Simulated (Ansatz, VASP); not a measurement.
# Ba in VASP and in Ansatz

```xyz
2
Lattice="-3.7201 3.7192 2.0138 3.7192 -3.7201 2.0138 3.7218 3.7218 -2.0155" Properties=species:S:1:pos:R:3 pbc="T T T"
Ba    3.7188   -3.7197    2.0138
Ba    0.0010    3.7199    1.0060
```

Alike in both runs: task single point; functional PBE; k mesh 10 × 10 × 7; occupations fermi-dirac, width 0.1 eV; no spin polarisation.

```csv
,VASP,Ansatz
version,VASP 6.6.1,Ansatz 0.2.0
potentials or method,"VASP PAW PBE potentials, release 64 (Ba_sv), cutoff 520 eV","plane waves (420 eV) with PAW, scalar-relativistic"
valence electrons in the cell,20,20
```

Ansatz gave:

```
pressure (GPa) : 0.7
```

Task: What did VASP give for the same quantities?

Result: Pressure (GPa): 0.9.

Spin-orbit coupling is off throughout.
